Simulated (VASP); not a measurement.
Write the native input for VASP 6.6.1 that does the following.

- Task: single point
- Functional: r2SCAN
- Potentials or basis: VASP PAW PBE potentials, release 64 (Si, Ge_d)
- Cutoff: 520 eV
- k mesh: 6 × 6 × 6
- Occupations: gaussian, width 0.01 eV
- Spin: no spin polarisation
- Dipole correction: no
- Further INCAR settings: ALGO = Normal; EDIFF = 1e-07; NBANDS = 21

The system is Si3Ge.

```xyz
4
Lattice="1.9230 1.1103 6.2769 -1.9230 1.1103 6.2769 0.0000 -2.2205 6.2769" Properties=species:S:1:pos:R:3 pbc="T T T"
Si    1.9230    1.1103    6.3021
Si    0.0000    0.0000    9.3910
Si    0.0000    0.0000    7.0617
Ge    0.0000    0.0000   16.4760
```

This cell differs from its parent crystal: volume changed by -3%.

One way to write it, as run:

POSCAR

```
Si3Ge
1.0
    1.9230286518      1.1102611098      6.2769130624
   -1.9230286518      1.1102611098      6.2769130624
    0.0000000000     -2.2205222196      6.2769130624
Si Ge
3 1
Direct
    1.0013363433      0.0013363433      0.0013363433
    0.4987055951      0.4987055951      0.4987055951
    0.3750071689      0.3750071689      0.3750071689
    0.8749508926      0.8749508926      0.8749508926
```

INCAR.step1

```
SYSTEM = Si3Ge
ALGO = Normal
EDIFF = 1E-4
ENCUT = 520
GGA = PE
ISMEAR = 0
LASPH = .True.
LCHARG = .False.
LREAL = .False.
LWAVE = .True.
NBANDS = 21
NELM = 80
PREC = Accurate
SIGMA = 0.01
```

INCAR.step2

```
SYSTEM = Si3Ge
ALGO = Normal
EDIFF = 1E-7
ENCUT = 520
ISIF = 2
ISMEAR = 0
ISTART = 1
LASPH = .True.
LCHARG = .True.
LELF = .True.
LMIXTAU = .True.
LREAL = .False.
LVHAR = .True.
LWAVE = .False.
METAGGA = R2SCAN
NBANDS = 21
NELM = 80
PREC = Accurate
SIGMA = 0.01
```

KPOINTS

```
k-points
0
Gamma
  6 6 6
  0 0 0
```

Potentials or basis: VASP PAW PBE potentials, release 64 (Si, Ge_d).

The run is started by

```console
$ cat potpaw_PBE.64/Si/POTCAR potpaw_PBE.64/Ge_d/POTCAR > POTCAR
$ cp INCAR.step1 INCAR
$ mpirun -np 1 vasp_std > vasp.out
$ cp INCAR.step2 INCAR
$ mpirun -np 1 vasp_std > vasp.out
```

It gave:

```json
{
 "Pressure": "2.8 GPa",
 "Largest force": "0.019 eV/Å",
 "Band gap on the k mesh": "0.75 eV, indirect (least direct gap 1.57 eV)"
}
```

Caveat: the PAW data sets were made with another functional, which shifts forces and pressure a little.

Run time: 5 min on 1 thread of Intel(R) Xeon(R) 6975P-C (Granite Rapids), with other jobs on the host, peak memory 0.4 GiB.
